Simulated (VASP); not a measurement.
Input of a VASP 6.6.1 run:

The input INCAR:

```
ALGO     = Fast           # electronic algorithm
EDIFF    = 1E-7           # SCF threshold, eV
ENCUT    = 520            # plane-wave cutoff, eV
GGA      = PS             # functional
ISIF     = 2              # what is computed and relaxed
ISMEAR   = 0              # smearing method
LASPH    = True           # aspherical terms in the spheres
LCHARG   = True           # write CHGCAR
LELF     = True           # ELF
LREAL    = False          # projectors in reciprocal space
LVHAR    = True         
LWAVE    = False          # write WAVECAR
NBANDS   = 13             # bands
NELM     = 80             # most SCF steps
PREC     = Accurate       # precision mode
SIGMA    = 0.15           # smearing width, eV
```

Contents of KPOINTS:

```
k-points
0
Gamma
  20 20 20
```

File POSCAR:

```
W
1.0
    0.0000000000      2.0300000000      1.9894000000
    2.0300000000      0.0000000000      1.9894000000
    2.0300000000      2.0300000000      0.0000000000
W
1
Direct
    0.0000000000      0.0000000000      0.0000000000
```

Potentials or basis: VASP PAW PBE potentials, release 64 (W_sv).

The run is started by

```console
$ cat potpaw_PBE.64/W_sv/POTCAR > POTCAR
$ mpirun -np 1 vasp_std > vasp.out
```

**Question.** Estimate the pressure.

**Answer.** -6.8 GPa.

**Question.** Predict the band gap on the k mesh.

**Answer.** Zero (bands 7 and 8 overlap by 3.89 eV).

Stress tensor (GPa, compression positive):
```
 -4.46   0.00   0.00
  0.00  -4.46   0.00
  0.00   0.00 -11.57
```

Caveat: the cell differs from its parent crystal (strain -0.0200 x Voigt [0, 0, 1, 0, 0, 0]); the cell stands under tension; the PAW data sets were made with another functional, which shifts forces and pressure a little; spin-orbit coupling is left out, which moves the levels of the heavy elements.
